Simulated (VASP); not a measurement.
# NaHF2 (R-3m) in VASP: further runs

Runs on NaHF2. Level: LDA. Tasks: single point.

All numbers are computed with VASP 6.6.1; they aren't measurements. Logs are shortened: lines on timing, memory, paths and dates and some standing lists are left out, and cuts for length are marked.

## 1. The cell of the first run

It takes space group R-3m (No. 166, trigonal). Conventional cell: a = 3.410 Å, b = 3.410 Å, c = 13.729 Å, α = 90.00°, β = 90.00°, γ = 120.00°. Within 3.1 Å of Na (site symmetry -3m) lie 6 F at 2.23 Å and 6 H at 3.02 Å. Within 1.7 Å of H (site symmetry -3m) lie 2 F at 1.24 Å. F (site symmetry 3m) has 1 H at 1.24 Å within 1.7 Å.

## 2. Single point, LDA (11.52 Å³/atom)

File INCAR:

```
SYSTEM = NaHF2
PREC = Accurate
ENCUT = 520
EDIFF = 1E-6
ISMEAR = -1
SIGMA = 0.02
LREAL = .FALSE.
LASPH = .TRUE.
NELM = 60
ALGO = Normal
ISIF = 2
LWAVE = .FALSE.
LCHARG = .FALSE.
NBANDS = 19
```

File KPOINTS:

```
Automatic mesh
0
G
  10 10 10
  0 0 0
```

File POSCAR:

```
NaHF2
1.0
    1.7050849857      0.9844312755      4.5761755715
   -1.7050849857      0.9844312755      4.5761755715
    0.0000000000     -1.9688625510      4.5761755715
Na H F
1 1 2
Direct
    0.0000000000      0.0000000000      0.0000000000
    0.5000000000      0.5000000000      0.5000000000
    0.4100000000      0.4100000000      0.4100000000
    0.5900000000      0.5900000000      0.5900000000
```

Potentials or basis: VASP PAW LDA potentials, release 64 (Na_pv, H, F).

Run with:

```
cat potpaw_LDA.64/Na_pv/POTCAR potpaw_LDA.64/H/POTCAR potpaw_LDA.64/F/POTCAR > POTCAR
mpirun -np 1 vasp_std > vasp.out
```

OUTCAR:

```text
SYSTEM = NaHF2
   PREC = Accurate
   ENCUT = 520
   EDIFF = 1E-6
   ISMEAR = -1
   LREAL = .FALSE.
   LASPH = .TRUE.
   NELM = 60
   ISIF = 2

 ion  position               nearest neighbor table
   1  0.000  0.000  0.000-   4 2.23   4 2.23   3 2.23   3 2.23   4 2.23   3 2.23
   2  0.500  0.500  0.500-   3 1.24   4 1.24
   3  0.410  0.410  0.410-   2 1.24   1 2.23   1 2.23   1 2.23
   4  0.590  0.590  0.590-   2 1.24   1 2.23   1 2.23   1 2.23

  LATTYP: Found a trigonal (rhomboedric) cell.
 ALAT       =     4.9817469432
 COS(alpha) =     0.7657073146

  Lattice vectors:

 A1 = (   1.7050849857,   0.9844312755,   4.5761755715)
 A2 = (  -1.7050849857,   0.9844312755,   4.5761755715)
 A3 = (   0.0000000000,  -1.9688625510,   4.5761755715)

Analysis of symmetry for initial positions (statically):
=====================================================================
 Subroutine PRICEL returns:
 Original cell was already a primitive cell.

 Routine SETGRP: Setting up the symmetry group for a
 trigonal (rhombohedral) supercell.

 Subroutine GETGRP returns: Found 12 space group operations
 (whereof 12 operations were pure point group operations)
 out of a pool of 12 trial point group operations.

The static configuration has the point symmetry D_3d.

Analysis of symmetry for dynamics (positions and initial velocities):
=====================================================================
 Subroutine PRICEL returns:
 Original cell was already a primitive cell.

 Routine SETGRP: Setting up the symmetry group for a
 trigonal (rhombohedral) supercell.

 Subroutine GETGRP returns: Found 12 space group operations
 (whereof 12 operations were pure point group operations)
 out of a pool of 12 trial point group operations.

The dynamic configuration has the point symmetry D_3d.

 Subroutine INISYM returns: Found 12 space group operations
 (whereof 12 operations are pure point group operations),
 and found     1 'primitive' translations

----------------------------------------------------------------------------------------

                                     Primitive cell

  volume of cell :      46.0877

  direct lattice vectors                    reciprocal lattice vectors
     1.705084986  0.984431275  4.576175572     0.293240515  0.169302490  0.072841028
    -1.705084986  0.984431275  4.576175572    -0.293240515  0.169302490  0.072841028
     0.000000000 -1.968862551  4.576175572     0.000000000 -0.338604981  0.072841028

  length of vectors
     4.981746943  4.981746943  4.981746943     0.346351192  0.346351192  0.346351192

  position of ions in fractional coordinates (direct lattice)
     0.000000000  0.000000000  0.000000000
     0.500000000  0.500000000  0.500000000
     0.410000000  0.410000000  0.410000000
     0.590000000  0.590000000  0.590000000

  ion indices of the primitive-cell ions
   primitive index   ion index
                 1           1
                 2           2
                 3           3
                 4           4

----------------------------------------------------------------------------------------

 KPOINTS: Automatic mesh

Automatic generation of k-mesh.
 Grid dimensions read from file:
 generate k-points for:   10   10   10

 Generating k-lattice:

  Cartesian coordinates                     Fractional coordinates (reciprocal lattice)
     0.029324052  0.016930249  0.007284103     0.100000000 -0.000000000  0.000000000
    -0.029324052  0.016930249  0.007284103    -0.000000000  0.100000000  0.000000000
     0.000000000 -0.033860498  0.007284103     0.000000000  0.000000000  0.100000000

  Length of vectors
     0.034635119  0.034635119  0.034635119

  Shift w.r.t. Gamma in fractional coordinates (k-lattice)
     0.000000000  0.000000000  0.000000000

 Subroutine IBZKPT returns following result:
 ===========================================

 Found    116 irreducible k-points:

 Following reciprocal coordinates:
            Coordinates               Weight
  0.000000  0.000000  0.000000      1.000000
  0.100000  0.000000  0.000000      6.000000
  0.200000  0.000000  0.000000      6.000000
  0.300000  0.000000  0.000000      6.000000
  0.400000  0.000000  0.000000      6.000000
  0.500000  0.000000  0.000000      3.000000
[... 16 lines left out ...]
  0.300000  0.300000  0.000000      6.000000
  0.400000  0.300000  0.000000     12.000000
 [... further k-points ...]
   k-points           NKPTS =    116   k-points in BZ     NKDIM =    116   number of bands    NBANDS=     19
   number of dos      NEDOS =    301   number of ions     NIONS =      4
   total plane-waves  NPLWV =  64000
   dimension x,y,z NGX =    40 NGY =   40 NGZ =   40
   dimension x,y,z NGXF=    80 NGYF=   80 NGZF=   80
   ions per type =               1   1   2
   NGX,Y,Z   is equivalent  to a cutoff of  13.35, 13.35, 13.35 a.u.
   NGXF,Y,Z  is equivalent  to a cutoff of  26.70, 26.70, 26.70 a.u.
 SYSTEM =  NaHF2
   PREC   = accura    normal or accurate (medium, high low for compatibility)
   ISTART =      0    job   : 0-new  1-cont  2-samecut
   ICHARG =      2    charge: 1-file 2-atom 10-const
   ISPIN  =      1    spin polarized calculation?
   LNONCOLLINEAR =      F non collinear calculations
   LSORBIT =      F    spin-orbit coupling
   LASPH  =      T    aspherical Exc in radial PAW
   ENCUT  =  520.0 eV  38.22 Ry    6.18 a.u.   9.26  9.26  9.26*2*pi/ulx,y,z
   NELM   =     60;   NELMIN=  2; NELMDL= -5     # of ELM steps
   EDIFF  = 0.1E-05   stopping-criterion for ELM
   LREAL  =      F    real-space projection
   EDIFFG = 0.1E-04   stopping-criterion for IOM
   NSW    =      0    number of steps for IOM
   IBRION =     -1    ionic relax: 0-MD 1-quasi-New 2-CG
   NFREE  =      0    steps in history (QN), initial steepest desc. (CG)
   ISIF   =      2    stress and relaxation
   ISYM   =      2    0-nonsym 1-usesym 2-fastsym
   POTIM  = 0.5000    time-step for ionic-motion
   TEBEG  =    0.0;   TEEND  =   0.0 temperature during run
   PSTRESS=    0.0 pullay stress
   NELECT =      22.0000    total number of electrons
   NUPDOWN=      -1.0000    fix difference up-down
   EMIN   =  10.00;   EMAX   =-10.00  energy-range for DOS
   EFERMI =   0.00;   METHOD = LEGACY
   ISMEAR =    -1;   SIGMA  =   0.02  broadening in eV -4-tet -1-fermi 0-gaus
   EFERMI_NEDOS =   21; number of points for ismear=-14 and -15
   IALGO  =     38    algorithm
   IMIX   =      4    mixing-type and parameters
     AMIX     =   0.40;   BMIX     =  1.00
     AMIX_MAG =   1.60;   BMIX_MAG =  1.00
  volume/ion in A,a.u.               =      11.52        77.75
  Fermi-wavevector in a.u.,A,eV,Ry     =   1.279442  2.417795 22.272354  1.636972
  Thomas-Fermi vector in A             =   2.411927
   LORBIT       =      0    0 simple, 1 ext, 2 COOP (PROOUT), +10 PAW based schemes
   GGA     = CA    functional components
   LHFCALC =     F    Hartree Fock is set to
   AEXX    =    0.0000 exact exchange contribution
   IVDW    =     0    specifies the selected vdW correction
   LEPSILON=     F    determine dielectric tensor
   LRPA    =     F    only Hartree local field effects (RPA)
 non-spin polarized calculation
  energy-cutoff  :      520.00
  volume of cell :       46.09
 maximum number of plane-waves:      1272
 NGX is ok and might be reduce to    40
   NGX = 19   NGY = 19   NGZ = 19

 number of electron      22.0000004 magnetization

 Free energy of the ion-electron system (eV)
  ---------------------------------------------------
  ext. energy  EPLUGINS =         0.00000000
  ---------------------------------------------------
  free energy    TOTEN  =       -18.56887275 eV

  energy without entropy =      -18.56887275  energy(sigma->0) =      -18.56887275

 E-fermi :  -3.6826     XC(G=0):  -9.0207

 val. band max:       -4.1288361364   @ k =   0.5000   0.5000   0.5000
 cond. band min:       2.3406611255   @ k =   0.0000   0.0000   0.0000
 fundamental gap:      6.4694972620
 Fermi energy:        -3.6825849075

 k-point     1 :       0.0000    0.0000    0.0000
  band No.  band energies     occupation
      1     -23.8835      2.00000
      2     -23.2079      2.00000
      3     -22.0422      2.00000
      4     -22.0422      2.00000
      5     -21.7641      2.00000
      6      -8.6701      2.00000
[... 11 lines left out ...]
     18      17.1077      0.00000
     19      17.1077      0.00000

 k-point     2 :       0.1000    0.0000    0.0000
  band No.  band energies     occupation
      1     -23.8933      2.00000
      2     -23.1869      2.00000
      3     -22.0446      2.00000
      4     -22.0231      2.00000
      5     -21.7882      2.00000
      6      -8.6285      2.00000
[... 11 lines left out ...]
     18      16.2925      0.00000
     19      16.9528      0.00000

 k-point     3 :       0.2000    0.0000    0.0000
  band No.  band energies     occupation
      1     -23.9176      2.00000
      2     -23.1282      2.00000
      3     -22.0510      2.00000
      4     -21.9792      2.00000
      5     -21.8499      2.00000
      6      -8.5175      2.00000
[... 11 lines left out ...]
     18      14.9433      0.00000
     19      16.6834      0.00000

 k-point     4 :       0.3000    0.0000    0.0000
  band No.  band energies     occupation
      1     -23.9460      2.00000
      2     -23.0451      2.00000
      3     -22.0589      2.00000
      4     -21.9884      2.00000
      5     -21.8747      2.00000
      6      -8.3753      2.00000
[... 407 lines left out ...]
     18      14.8900      0.00000
     19      15.8101      0.00000

 k-point    23 :       0.3000    0.3000    0.0000
  band No.  band energies     occupation
      1     -23.8330      2.00000
      2     -23.2240      2.00000
      3     -22.0590      2.00000
      4     -22.0309      2.00000
      5     -21.7707      2.00000
      6      -8.2693      2.00000
[... 11 lines left out ...]
     18      15.0420      0.00000
     19      16.7156      0.00000

 k-point    24 :       0.4000    0.3000    0.0000
  band No.  band energies     occupation
      1     -23.8007      2.00000
      2     -23.2570      2.00000
      3     -22.0843      2.00000
      4     -22.0240      2.00000
      5     -21.7435      2.00000
      6      -8.1800      2.00000
[... 11 lines left out ...]
     18      15.5791      0.00000
     19      15.9934      0.00000

 [... further k-points ...]
[... 5 lines left out ...]
  --------------------------------------------------------------------------------------
  -------------------------------------------------------------------------------------
  Total       -0.0992041     -0.0992041     -4.4576007      0.0000000      0.0000000     -0.0000000
  in kB       -3.4486953     -3.4486953   -154.9624161      0.0000000      0.0000000     -0.0000000
  external PRESSURE =     -53.9532689 kB  Pullay stress =       0.0000000 kB

 VOLUME and BASIS-vectors are now :
 -----------------------------------------------------------------------------
  energy-cutoff  :      520.00
  volume of cell :       46.09
      direct lattice vectors                 reciprocal lattice vectors
     1.705084986  0.984431275  4.576175572     0.293240515  0.169302490  0.072841028
    -1.705084986  0.984431275  4.576175572    -0.293240515  0.169302490  0.072841028
     0.000000000 -1.968862551  4.576175572     0.000000000 -0.338604981  0.072841028

 POSITION                                       TOTAL-FORCE (eV/Angst)
 -----------------------------------------------------------------------------------
      0.00000      0.00000      0.00000        -0.000000      0.000000      0.000000
      0.00000      0.00000      6.86426         0.000000      0.000000      0.000000
      0.00000      0.00000      5.62870        -0.000000      0.000000      2.020188
      0.00000      0.00000      8.09983        -0.000000     -0.000000     -2.020188
 -----------------------------------------------------------------------------------
    total drift:                                0.000000      0.000000     -0.000000

  FREE ENERGIE OF THE ION-ELECTRON SYSTEM (eV)
  ---------------------------------------------------
  free  energy   TOTEN  =       -18.5688727529 eV

  energy  without entropy=      -18.5688727529  energy(sigma->0) =      -18.56887275
```

Run time: 98 s. Hardware: 1 thread of Oxide Virtual Turin-like, shared host; peak memory 0.21 GiB.

What came out:

| Quantity | Value |
| --- | --- |
| Free energy | -18.5689 eV |
| Pressure | -5.4 GPa |
| Largest force | 2.020 eV/Å |
| Band gap on the k mesh | 6.47 eV (least direct gap 6.76 eV) |

Forces on the atoms (eV/Å):
```
Na   0.000  0.000  0.000
H    0.000  0.000  0.000
F    0.000  0.000  2.020
F    0.000  0.000 -2.020
```

Levels at points of the mesh, in eV from the valence-band top:
```tsv
k point	band 8	band 9	band 10	band 11	band 12	band 13	band 14	band 15
(0.00, 0.00, 0.00)	-0.36	-0.33	-0.33	-0.29	6.47	13.02	14.49	15.65
(0.50, 0.00, 0.00)	-0.58	-0.51	-0.45	-0.44	10.34	11.32	15.31	15.61
(0.50, 0.50, 0.00)	-0.99	-0.79	-0.60	-0.14	11.31	11.43	13.58	14.11
(0.50, 0.50, 0.50)	-0.66	-0.66	0.00	0.00	8.19	10.08	13.99	19.37
```

Caveat: the stress differs along the axes, from -15 to -0 GPa; forces of over 1 eV/Å act on the atoms, so gaps and moduli don't describe the material at rest. A k mesh can miss the band edges.

## 3. Single point, LDA (zz strain of -2 %)

File INCAR:

```
PREC = Accurate
ENCUT = 520
EDIFF = 1E-6
ISMEAR = -1
SIGMA = 0.02
LREAL = False
LASPH = True
NELM = 100
ALGO = Normal
ISIF = 2
LWAVE = False
LCHARG = True
GGA = CA
LELF = True
LVHAR = True
NBANDS = 19
```

File KPOINTS:

```
Automatic mesh
0
Gamma
  10 10 10
```

File POSCAR:

```
NaHF2
1.0
    1.7284452171      0.9979183114      4.5460932848
   -1.7284452171      0.9979183114      4.5460932848
    0.0000000000     -1.9958366228      4.5460932848
Na H F
1 1 2
Direct
    0.0000000000      0.0000000000      0.0000000000
    0.5000000000      0.5000000000      0.5000000000
    0.4100000000      0.4100000000      0.4100000000
    0.5900000000      0.5900000000      0.5900000000
```

Potentials or basis: VASP PAW LDA potentials, release 64 (Na_pv, H, F).

Run with:

```
cat potpaw_LDA.64/Na_pv/POTCAR potpaw_LDA.64/H/POTCAR potpaw_LDA.64/F/POTCAR > POTCAR
mpirun -np 1 vasp_std > vasp.out
```

Run time: 2 min. Hardware: 1 thread of Oxide Virtual Turin-like, shared host; peak memory 0.21 GiB.

It converged, with:

```yaml
Free_energy: -18.5930 eV
Pressure: -5.7 GPa
Largest_force: 1.851 eV/Å
Band_gap_on_the_k_mesh: 6.44 eV (least direct gap 6.70 eV)
```

Forces in eV/Å, atoms in the order of the input:
```
Na   0.000  0.000  0.000
H    0.000  0.000  0.000
F    0.000  0.000  1.851
F    0.000  0.000 -1.851
```

Stress tensor (GPa, compression positive):
```
 -1.28   0.00   0.00
  0.00  -1.28   0.00
  0.00   0.00 -14.44
```

Levels at points of the mesh, in eV from the valence-band top:
| k point | band 7 | band 8 | band 9 | band 10 | band 11 | band 12 | band 13 | band 14 | band 15 | band 16 |
| --- | --- | --- | --- | --- | --- | --- | --- | --- | --- | --- |
| (0.00, 0.00, 0.00) | -0.36 | -0.36 | -0.34 | -0.34 | -0.26 | 6.44 | 13.00 | 14.58 | 15.67 | 18.85 |
| (0.50, 0.00, 0.00) | -1.68 | -0.54 | -0.51 | -0.44 | -0.42 | 10.33 | 11.19 | 15.36 | 15.42 | 15.63 |
| (0.50, 0.50, 0.00) | -1.39 | -0.94 | -0.80 | -0.56 | -0.12 | 11.30 | 11.32 | 13.51 | 14.01 | 14.86 |
| (0.50, 0.50, 0.50) | -1.33 | -0.68 | -0.68 | 0.00 | 0.00 | 8.17 | 9.99 | 14.10 | 19.00 | 19.00 |

Caveat: the cell differs from its parent crystal (zz strain of -2 %); the stress differs along the axes, from -14 to -1 GPa; forces of over 1 eV/Å act on the atoms, so gaps and moduli don't describe the material at rest.

## 4. Single point, LDA (11.88 Å³/atom)

This run uses another cell than the first one, of 11.88 Å³/atom.

File INCAR:

```
PREC     = Accurate       # precision mode
ENCUT    = 520            # plane-wave cutoff, eV
EDIFF    = 1E-6           # SCF threshold, eV
ISMEAR   = -1             # smearing method
SIGMA    = 0.02           # smearing width, eV
LREAL    = False          # projectors in reciprocal space
LASPH    = True           # aspherical terms in the spheres
NELM     = 80             # most SCF steps
ALGO     = Normal         # electronic algorithm
ISIF     = 2              # what is computed and relaxed
LWAVE    = False          # write WAVECAR
LCHARG   = False          # write CHGCAR
NBANDS   = 19             # bands
```

File KPOINTS:

```
regular mesh
0
Gamma
  10 10 10
```

File POSCAR:

```
NaHF2
1.0
    1.7226644207      0.9945807670      4.6233559652
   -1.7226644207      0.9945807670      4.6233559652
    0.0000000000     -1.9891615341      4.6233559652
Na H F
1 1 2
Direct
    0.0000000000      0.0000000000      0.0000000000
    0.5000000000      0.5000000000      0.5000000000
    0.4100000000      0.4100000000      0.4100000000
    0.5900000000      0.5900000000      0.5900000000
```

Run with:

```
cat potpaw_LDA.64/Na_pv/POTCAR potpaw_LDA.64/H/POTCAR potpaw_LDA.64/F/POTCAR > POTCAR
mpirun -np 1 vasp_std > vasp.out
```

Run time: 3 min. Hardware: 1 thread of Oxide Virtual Turin-like, shared host; peak memory 0.21 GiB.

Results (log left out):

```
Free energy            : -18.5173 eV
Pressure               : -6.7 GPa
Largest force          : 2.099 eV/Å
Band gap on the k mesh : 6.36 eV (least direct gap 6.66 eV)
```

Forces in eV/Å, atoms in the order of the input:
```
Na   0.000  0.000  0.000
H    0.000  0.000  0.000
F    0.000  0.000  2.099
F    0.000  0.000 -2.099
```

Stress tensor (GPa, compression positive):
```
 -1.32   0.00   0.00
  0.00  -1.32   0.00
  0.00   0.00 -17.33
```

Levels at points of the mesh, in eV from the valence-band top:
```csv
k point,band 9,band 10,band 11,band 12,band 13,band 14
"(0.00, 0.00, 0.00)",-0.31,-0.31,-0.30,6.36,12.85,14.15
"(0.50, 0.00, 0.00)",-0.48,-0.45,-0.42,10.13,11.19,15.00
"(0.50, 0.50, 0.00)",-0.75,-0.59,-0.13,11.06,11.31,13.44
"(0.50, 0.50, 0.50)",-0.63,0.00,0.00,8.09,9.86,13.71
```

Caveat: the stress differs along the axes, from -17 to -1 GPa; forces of over 1 eV/Å act on the atoms, so gaps and moduli don't describe the material at rest. A k mesh can miss the band edges.

(Part 1 of 3 ends here.)
